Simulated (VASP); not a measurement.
# CuI (Marshite) (F-43m) in VASP: further runs

CuI (Marshite) is run at these levels: PBE; tasks: single point.

Program: VASP 6.6.1. These are calculated values, not measurements. Logs are shortened: lines on timing, memory, paths and dates and some standing lists are left out, and cuts for length are marked.

## (1) The cell of the first run

Symmetry: F-43m, No. 216, cubic system. Conventional cell: a = 5.824 Å, b = 5.824 Å, c = 5.824 Å, α = 90.00°, β = 90.00°, γ = 90.00°. Cu (site symmetry -43m) has 4 I at 2.52 Å within 3.3 Å. I (site symmetry -43m) has 4 Cu at 2.52 Å within 3.3 Å.

## (2) Single point, PBE (volume scaled by 0.88)

Input file INCAR:

```
ALGO = Normal
EDIFF = 1E-6
ENCUT = 520
GGA = PE
ISIF = 2
ISMEAR = 0
LASPH = T
LCHARG = F
LREAL = F
LWAVE = F
NBANDS = 16
NELM = 100
PREC = Accurate
SIGMA = 0.02
```

Input file KPOINTS:

```
k-points
0
Gamma
  8 8 8
```

Input file POSCAR:

```
CuI
1.0
    0.0000000000      2.9122282553      2.9122282553
    2.9122282553      0.0000000000      2.9122282553
    2.9122282553      2.9122282553      0.0000000000
Cu I
1 1
Direct
    0.2500000000      0.2500000000      0.2500000000
    0.0000000000      0.0000000000      0.0000000000
```

Potentials or basis: VASP PAW PBE potentials, release 64 (Cu, I).

Started as:

```
$ cat potpaw_PBE.64/Cu/POTCAR potpaw_PBE.64/I/POTCAR > POTCAR
$ mpirun -np 1 vasp_std > vasp.out
```

OUTCAR:

```text
EDIFF = 1E-6
   ENCUT = 520
   GGA = PE
   ISIF = 2
   ISMEAR = 0
   LASPH = T
   LREAL = F
   NELM = 100
   PREC = Accurate

 ion  position               nearest neighbor table
   1  0.250  0.250  0.250-   2 2.52   2 2.52   2 2.52   2 2.52
   2  0.000  0.000  0.000-   1 2.52   1 2.52   1 2.52   1 2.52

  LATTYP: Found a face centered cubic cell.
 ALAT       =     5.8244565106

  Lattice vectors:

 A1 = (   0.0000000000,   2.9122282553,   2.9122282553)
 A2 = (   2.9122282553,   0.0000000000,   2.9122282553)
 A3 = (   2.9122282553,   2.9122282553,   0.0000000000)

Analysis of symmetry for initial positions (statically):
=====================================================================
 Subroutine PRICEL returns:
 Original cell was already a primitive cell.

 Routine SETGRP: Setting up the symmetry group for a
 face centered cubic supercell.

 Subroutine GETGRP returns: Found 24 space group operations
 (whereof 24 operations were pure point group operations)
 out of a pool of 48 trial point group operations.

The static configuration has the point symmetry T_d .

Analysis of symmetry for dynamics (positions and initial velocities):
=====================================================================
 Subroutine PRICEL returns:
 Original cell was already a primitive cell.

 Routine SETGRP: Setting up the symmetry group for a
 face centered cubic supercell.

 Subroutine GETGRP returns: Found 24 space group operations
 (whereof 24 operations were pure point group operations)
 out of a pool of 48 trial point group operations.

The dynamic configuration has the point symmetry T_d .

 Subroutine INISYM returns: Found 24 space group operations
 (whereof 24 operations are pure point group operations),
 and found     1 'primitive' translations

----------------------------------------------------------------------------------------

                                     Primitive cell

  volume of cell :      49.3976

  direct lattice vectors                    reciprocal lattice vectors
     0.000000000  2.912228255  2.912228255    -0.171689839  0.171689839  0.171689839
     2.912228255  0.000000000  2.912228255     0.171689839 -0.171689839  0.171689839
     2.912228255  2.912228255  0.000000000     0.171689839  0.171689839 -0.171689839

  length of vectors
     4.118512695  4.118512695  4.118512695     0.297375524  0.297375524  0.297375524

  position of ions in fractional coordinates (direct lattice)
     0.250000000  0.250000000  0.250000000
     0.000000000  0.000000000  0.000000000

  ion indices of the primitive-cell ions
   primitive index   ion index
                 1           1
                 2           2

----------------------------------------------------------------------------------------

 KPOINTS: k-points

Automatic generation of k-mesh.
 Grid dimensions read from file:
 generate k-points for:    8    8    8

 Generating k-lattice:

  Cartesian coordinates                     Fractional coordinates (reciprocal lattice)
    -0.021461230  0.021461230  0.021461230     0.125000000  0.000000000  0.000000000
     0.021461230 -0.021461230  0.021461230     0.000000000  0.125000000  0.000000000
     0.021461230  0.021461230 -0.021461230     0.000000000  0.000000000  0.125000000

  Length of vectors
     0.037171941  0.037171941  0.037171941

  Shift w.r.t. Gamma in fractional coordinates (k-lattice)
     0.000000000  0.000000000  0.000000000

 Subroutine IBZKPT returns following result:
 ===========================================

 Found     29 irreducible k-points:

 Following reciprocal coordinates:
            Coordinates               Weight
  0.000000  0.000000  0.000000      1.000000
  0.125000  0.000000  0.000000      8.000000
  0.250000  0.000000  0.000000      8.000000
  0.375000  0.000000  0.000000      8.000000
  0.500000  0.000000  0.000000      4.000000
  0.125000  0.125000  0.000000      6.000000
[... 16 lines left out ...]
  0.500000  0.250000  0.125000     48.000000
 -0.375000  0.250000  0.125000     24.000000
 [... further k-points ...]
   k-points           NKPTS =     29   k-points in BZ     NKDIM =     29   number of bands    NBANDS=     16
   number of dos      NEDOS =    301   number of ions     NIONS =      2
   total plane-waves  NPLWV =  32768
   dimension x,y,z NGX =    32 NGY =   32 NGZ =   32
   dimension x,y,z NGXF=    64 NGYF=   64 NGZF=   64
   ions per type =               1   1
   NGX,Y,Z   is equivalent  to a cutoff of  12.92, 12.92, 12.92 a.u.
   NGXF,Y,Z  is equivalent  to a cutoff of  25.83, 25.83, 25.83 a.u.
 SYSTEM =  unknown system
   PREC   = accura    normal or accurate (medium, high low for compatibility)
   ISTART =      0    job   : 0-new  1-cont  2-samecut
   ICHARG =      2    charge: 1-file 2-atom 10-const
   ISPIN  =      1    spin polarized calculation?
   LNONCOLLINEAR =      F non collinear calculations
   LSORBIT =      F    spin-orbit coupling
   LASPH  =      T    aspherical Exc in radial PAW
   ENCUT  =  520.0 eV  38.22 Ry    6.18 a.u.   7.66  7.66  7.66*2*pi/ulx,y,z
   NELM   =    100;   NELMIN=  2; NELMDL= -5     # of ELM steps
   EDIFF  = 0.1E-05   stopping-criterion for ELM
   LREAL  =      F    real-space projection
   EDIFFG = 0.1E-04   stopping-criterion for IOM
   NSW    =      0    number of steps for IOM
   IBRION =     -1    ionic relax: 0-MD 1-quasi-New 2-CG
   NFREE  =      0    steps in history (QN), initial steepest desc. (CG)
   ISIF   =      2    stress and relaxation
   ISYM   =      2    0-nonsym 1-usesym 2-fastsym
   POTIM  = 0.5000    time-step for ionic-motion
   TEBEG  =    0.0;   TEEND  =   0.0 temperature during run
   PSTRESS=    0.0 pullay stress
   NELECT =      18.0000    total number of electrons
   NUPDOWN=      -1.0000    fix difference up-down
   EMIN   =  10.00;   EMAX   =-10.00  energy-range for DOS
   EFERMI =   0.00;   METHOD = LEGACY
   ISMEAR =     0;   SIGMA  =   0.02  broadening in eV -4-tet -1-fermi 0-gaus
   EFERMI_NEDOS =   21; number of points for ismear=-14 and -15
   IALGO  =     38    algorithm
   IMIX   =      4    mixing-type and parameters
     AMIX     =   0.40;   BMIX     =  1.00
     AMIX_MAG =   1.60;   BMIX_MAG =  1.00
  volume/ion in A,a.u.               =      24.70       166.68
  Fermi-wavevector in a.u.,A,eV,Ry     =   1.169312  2.209679 18.603104  1.367290
  Thomas-Fermi vector in A             =   2.305786
   LORBIT       =      0    0 simple, 1 ext, 2 COOP (PROOUT), +10 PAW based schemes
   GGA     = PE    functional components
   LHFCALC =     F    Hartree Fock is set to
   AEXX    =    0.0000 exact exchange contribution
   IVDW    =     0    specifies the selected vdW correction
   LEPSILON=     F    determine dielectric tensor
   LRPA    =     F    only Hartree local field effects (RPA)
 non-spin polarized calculation
 Gauss-broadening in eV      SIGMA  =   0.02
  energy-cutoff  :      520.00
  volume of cell :       49.40
 maximum number of plane-waves:      1363
   NGX = 15   NGY = 15   NGZ = 15

 number of electron      17.9999995 magnetization

 Free energy of the ion-electron system (eV)
  ---------------------------------------------------
  ext. energy  EPLUGINS =         0.00000000
  ---------------------------------------------------
  free energy    TOTEN  =        -5.43001173 eV

  energy without entropy =       -5.43001173  energy(sigma->0) =       -5.43001173

 E-fermi :   5.9481     XC(G=0):  -9.5056

 val. band max:        5.8216907604   @ k =   0.0000   0.0000   0.0000
 cond. band min:       7.3190365755   @ k =   0.0000   0.0000   0.0000
 fundamental gap:      1.4973458150
 Fermi energy:         5.9481427619

 k-point     1 :       0.0000    0.0000    0.0000
  band No.  band energies     occupation
      1      -8.8817      2.00000
      2       1.5873      2.00000
      3       1.5873      2.00000
      4       1.5873      2.00000
      5       3.4155      2.00000
      6       3.4155      2.00000
[... 8 lines left out ...]
     15      15.6177      0.00000
     16      15.6177      0.00000

 k-point     2 :       0.1250    0.0000    0.0000
  band No.  band energies     occupation
      1      -8.7865      2.00000
      2       1.2905      2.00000
      3       1.5986      2.00000
      4       1.5986      2.00000
      5       3.4072      2.00000
      6       3.4072      2.00000
[... 8 lines left out ...]
     15      14.8308      0.00000
     16      14.9198      0.00000

 k-point     3 :       0.2500    0.0000    0.0000
  band No.  band energies     occupation
      1      -8.5392      2.00000
      2       0.5448      2.00000
      3       1.6217      2.00000
      4       1.6217      2.00000
      5       3.4024      2.00000
      6       3.4024      2.00000
[... 8 lines left out ...]
     15      14.6237      0.00000
     16      14.7555      0.00000

 k-point     4 :       0.3750    0.0000    0.0000
  band No.  band energies     occupation
      1      -8.2606      2.00000
      2      -0.2227      2.00000
      3       1.6377      2.00000
      4       1.6377      2.00000
      5       3.4265      2.00000
      6       3.4265      2.00000
[... 8 lines left out ...]
     15      15.6638      0.00000
     16      15.6638      0.00000
[... 324 lines left out ...]
 k-point    22 :       0.3750    0.2500    0.1250
  band No.  band energies     occupation
      1      -8.3448      2.00000
      2       0.3318      2.00000
      3       1.3839      2.00000
      4       1.6213      2.00000
      5       3.3259      2.00000
      6       3.4595      2.00000
[... 8 lines left out ...]
     15      16.4288      0.00000
     16      17.4919      0.00000

 k-point    23 :       0.5000    0.2500    0.1250
  band No.  band energies     occupation
      1      -8.1110      2.00000
      2      -0.0580      2.00000
      3       1.1361      2.00000
      4       1.6188      2.00000
      5       3.3554      2.00000
      6       3.4328      2.00000
[... 8 lines left out ...]
     15      16.7907      0.00000
     16      17.6087      0.00000

 k-point    24 :      -0.3750    0.2500    0.1250
  band No.  band energies     occupation
      1      -8.0065      2.00000
      2      -0.2320      2.00000
      3       1.0259      2.00000
      4       1.6099      2.00000
      5       3.3332      2.00000
      6       3.4271      2.00000
[... 8 lines left out ...]
     15      16.8052      0.00000
     16      17.5492      0.00000

 [... further k-points ...]

------------------------ aborting loop because EDIFF is reached ----------------------------------------

  FORCE on cell =-STRESS in cart. coord.  units (eV):
  Direction    XX          YY          ZZ          XY          YZ          ZX
  --------------------------------------------------------------------------------------
  -------------------------------------------------------------------------------------
  Total        2.1694571      2.1694571      2.1694571      0.0000000      0.0000000      0.0000000
  in kB       70.3647922     70.3647922     70.3647922      0.0000000      0.0000000      0.0000000
  external PRESSURE =      70.3647922 kB  Pullay stress =       0.0000000 kB

 VOLUME and BASIS-vectors are now :
 -----------------------------------------------------------------------------
  energy-cutoff  :      520.00
  volume of cell :       49.40
      direct lattice vectors                 reciprocal lattice vectors
     0.000000000  2.912228255  2.912228255    -0.171689839  0.171689839  0.171689839
     2.912228255  0.000000000  2.912228255     0.171689839 -0.171689839  0.171689839
     2.912228255  2.912228255  0.000000000     0.171689839  0.171689839 -0.171689839

 POSITION                                       TOTAL-FORCE (eV/Angst)
 -----------------------------------------------------------------------------------
      1.45611      1.45611      1.45611         0.000000     -0.000000      0.000000
      0.00000      0.00000      0.00000        -0.000000      0.000000     -0.000000
 -----------------------------------------------------------------------------------
    total drift:                                0.000000      0.000000      0.000001

  FREE ENERGIE OF THE ION-ELECTRON SYSTEM (eV)
  ---------------------------------------------------
  free  energy   TOTEN  =        -5.4300117281 eV

  energy  without entropy=       -5.4300117281  energy(sigma->0) =       -5.43001173
```

It took 20 s on 1 thread of Intel Xeon Platinum 8259CL at 2.50GHz (Skylake/Cascade Lake), shared host; peak memory 0.18 GiB.

What came out:

```yaml
Free_energy: -5.4300 eV
Pressure: 7.0 GPa
Band_gap_on_the_k_mesh: 1.50 eV, direct
```

Levels at points of the mesh, in eV from the valence-band top:
```tsv
k point	band 5	band 6	band 7	band 8	band 9	band 10	band 11	band 12	band 13	band 14
(0.00, 0.00, 0.00)	-2.41	-2.41	0.00	0.00	0.00	1.50	4.73	4.73	4.73	8.33
(0.50, 0.00, 0.00)	-2.37	-2.37	-2.32	-0.92	-0.92	2.26	5.31	5.31	7.53	9.70
(0.50, 0.50, 0.00)	-2.46	-2.32	-2.30	-1.97	-1.97	2.45	2.81	10.08	10.39	10.39
```

Caveat: spin-orbit coupling is left out, which moves the levels of the heavy elements.

## (3) Single point, PBE (volume scaled by 0.91)

Input file INCAR:

```
PREC = Accurate
ENCUT = 520
EDIFF = 1E-7
ISMEAR = 0
SIGMA = 0.02
LREAL = F
LASPH = T
NELM = 100
ALGO = Normal
ISIF = 2
LWAVE = F
LCHARG = F
GGA = PE
NBANDS = 16
```

Input file KPOINTS:

```
regular mesh
0
Gamma
  8 8 8
```

Input file POSCAR:

```
CuI
1.0
    0.0000000000      2.9449526601      2.9449526601
    2.9449526601      0.0000000000      2.9449526601
    2.9449526601      2.9449526601      0.0000000000
Cu I
1 1
Direct
    0.2500000000      0.2500000000      0.2500000000
    0.0000000000      0.0000000000      0.0000000000
```

Potentials or basis: VASP PAW PBE potentials, release 64 (Cu, I).

Started as:

```
$ cat potpaw_PBE.64/Cu/POTCAR potpaw_PBE.64/I/POTCAR > POTCAR
$ mpirun -np 1 vasp_std > vasp.out
```

Wall time 21 s (1 thread of Intel Xeon Platinum 8259CL at 2.50GHz (Skylake/Cascade Lake), shared host); peak memory 0.18 GiB.

The run converged. Its results:

| Quantity | Value |
| --- | --- |
| Free energy | -5.4922 eV |
| Pressure | 4.8 GPa |
| Band gap on the k mesh | 1.39 eV, direct |

Levels at points of the mesh, in eV from the valence-band top:
```csv
k point,band 6,band 7,band 8,band 9,band 10,band 11,band 12,band 13
"(0.00, 0.00, 0.00)",-2.24,0.00,0.00,0.00,1.39,4.77,4.77,4.77
"(0.50, 0.00, 0.00)",-2.21,-2.16,-0.86,-0.86,2.23,5.34,5.34,7.51
"(0.50, 0.50, 0.00)",-2.16,-2.14,-1.82,-1.82,2.53,2.85,9.82,10.21
```

Caveat: spin-orbit coupling is left out, which moves the levels of the heavy elements.
